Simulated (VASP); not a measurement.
Cd, 4 atoms in the cell. Symmetry: Cmce, No. 64, orthorhombic system. The conventional cell has a = 3.505 Å, b = 11.119 Å, c = 4.638 Å, α = 90.00°, β = 90.00°, γ = 90.00°. Cd (site symmetry m) has 3 Cd at 2.30 to 2.33 Å within 3.0 Å. 

| Item | Value |
| --- | --- |
| Program | VASP 6.6.1 |
| Task | relaxation of cell and atoms |
| Functional | PBEsol |
| Potentials or basis | VASP PAW PBE potentials, release 64 (Cd) |
| Cutoff | 600 eV |
| k mesh | 6 × 6 × 4 |
| Occupations | gaussian, width 0.1 eV |
| Spin | no spin polarisation |
| Dipole correction | no |
| Further INCAR settings | ALGO = Normal; EDIFF = 1e-06; IBRION = 2; EDIFFG = -0.04; NSW = 90; ISIF = 3 |

Potentials or basis: VASP PAW PBE potentials, release 64 (Cd).

Run with:

```bash
$ cat potpaw_PBE.64/Cd/POTCAR > POTCAR
$ mpirun -np 1 vasp_std > vasp.out
```

Hardware: 1 thread of Intel Xeon 6975P-C (shared host).

Task: Estimate the wall time of this run.

Result: Run time: 24 min on 1 thread of Intel Xeon 6975P-C, with other jobs on the host, peak memory 0.36 GiB. Counts: scf iterations 159, k points 39, ion steps 20.
